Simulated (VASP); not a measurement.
A run of VASP 6.6.1 is set up as follows.

The input INCAR:

```
SYSTEM = Al
ALGO = Normal ; EDIFF = 1E-6
ENCUT = 520 ; GGA = PE
ISIF = 2 ; ISMEAR = 0
LASPH = .TRUE. ; LCHARG = .TRUE.
LELF = .TRUE. ; LREAL = Auto
LVHAR = .TRUE. ; LWAVE = .FALSE.
NBANDS = 40 ; NELM = 60
PREC = Accurate ; SIGMA = 0.15
```

File KPOINTS:

```
k-points
0
G
  3 3 1
  0 0 0
```

POSCAR

```
Al
1.0
    5.7275650000      0.0000000000      0.0000000000
    0.0000000000      5.7275650000      0.0000000000
    0.0000000000      0.0000000000     19.0750000000
Al
17
Direct
    0.2499999564      0.2499999564      0.0524245872
    0.7500000436      0.2499999564      0.0524245872
    0.2499999564      0.7500000436      0.0524245872
    0.7500000436      0.7500000436      0.0524245872
    0.0015792051      0.0001850699      0.1598066579
    0.5018708648     -0.0003008259      0.1595054260
    0.0015746657      0.5001738086      0.1597897248
    0.5018925145      0.5006801320      0.1594972477
    0.2696304625      0.2508350407      0.2698329751
    0.7705167903      0.2509872869      0.2736417300
    0.2748588624      0.7508620155      0.2738289908
    0.7745539335      0.7509866758      0.2792498558
    0.0355370912      0.0091724843      0.3802388991
    0.5197152717      0.0090822191      0.3805101966
    0.0355292345      0.4930479183      0.3802472346
    0.5197219063      0.4931488338      0.3805218349
    0.7794144632      0.7511846657      0.4706275229
```

Potentials or basis: VASP PAW PBE potentials, release 64 (Al).

Launch:

```bash
$ cat potpaw_PBE.64/Al/POTCAR > POTCAR
$ mpirun -np 1 vasp_std > vasp.out
```

Predict the band gap on the k mesh.

zero (an odd number of electrons rules out a gap without spin polarisation).

Estimate the largest force.

0.050 eV/Å.

Forces on the atoms (eV/Å):
```
Al  -0.019  0.000  0.047
Al   0.010  0.000 -0.021
Al  -0.025  0.001 -0.018
Al  -0.012  0.000 -0.012
Al  -0.001 -0.002 -0.002
Al   0.004 -0.003 -0.005
Al  -0.001  0.002 -0.002
Al   0.004  0.003 -0.005
Al   0.006  0.000  0.009
Al   0.004 -0.003  0.011
Al   0.002 -0.001  0.010
Al   0.002 -0.001  0.006
Al   0.009  0.002 -0.006
Al   0.003  0.002 -0.003
Al   0.008  0.000 -0.004
Al   0.003  0.000 -0.006
Al   0.004  0.000  0.002
```

Caveat: the k points lie up to 0.37 Å⁻¹ apart, too coarse for converged energies and pressures of a metal; there is no dipole correction, which matters where the two faces differ.
